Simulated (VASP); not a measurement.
A run of VASP 6.6.1:

Contents of POSCAR:

```
BaO
1.0
    0.0000000000      2.7660152111      2.7660152111
    2.7660152111      0.0000000000      2.7660152111
    2.7660152111      2.7660152111      0.0000000000
Ba O
1 1
Direct
    0.0000000000      0.0000000000      0.0000000000
    0.5000000000      0.5000000000      0.5000000000
```

The input INCAR.step1:

```
ALGO     = Normal         # electronic algorithm
EDIFF    = 1E-5           # SCF threshold, eV
ENCUT    = 520            # plane-wave cutoff, eV
GGA      = PE             # functional
GGA_COMPAT= False        
ISIF     = 2              # what is computed and relaxed
ISMEAR   = -1             # smearing method
LASPH    = True           # aspherical terms in the spheres
LREAL    = False          # projectors in reciprocal space
LWAVE    = True           # write WAVECAR
NBANDS   = 15             # bands
NELM     = 120            # most SCF steps
PREC     = Accurate       # precision mode
SIGMA    = 0.02           # smearing width, eV
```

File INCAR.step2:

```
ALGO     = Normal         # electronic algorithm
EDIFF    = 1E-6           # SCF threshold, eV
ENCUT    = 520            # plane-wave cutoff, eV
GGA      = PE             # functional
GGA_COMPAT= False        
HFSCREEN = 0.2079         # screening, 1/A
ISIF     = 2              # what is computed and relaxed
ISMEAR   = -1             # smearing method
ISTART   = 1            
LASPH    = True           # aspherical terms in the spheres
LCHARG   = True           # write CHGCAR
LELF     = True           # ELF
LHFCALC  = True           # exact exchange
LREAL    = False          # projectors in reciprocal space
LVHAR    = True         
LWAVE    = False          # write WAVECAR
NBANDS   = 15             # bands
NELM     = 120            # most SCF steps
PREC     = Accurate       # precision mode
PRECFOCK = Normal       
SIGMA    = 0.02           # smearing width, eV
```

KPOINTS

```
k-points
0
Gamma
  6 6 6
```

Potentials or basis: VASP PAW PBE potentials, release 64 (Ba_sv, O).

Command:

```bash
$ cat potpaw_PBE.64/Ba_sv/POTCAR potpaw_PBE.64/O/POTCAR > POTCAR
$ cp INCAR.step1 INCAR
$ mpirun -np 1 vasp_std > vasp.out
$ cp INCAR.step2 INCAR
$ mpirun -np 1 vasp_std > vasp.out
```

Hardware: 1 thread of AMD EPYC 7R43 64-Core Processor (Zen 3) (shared host).

Problem. How long does it take, and how much memory?

Solution. Run time: 39 min on 1 thread of AMD EPYC 7R43 64-Core Processor (Zen 3), on a shared host, peak memory 0.26 GiB. Counts: k points 16.
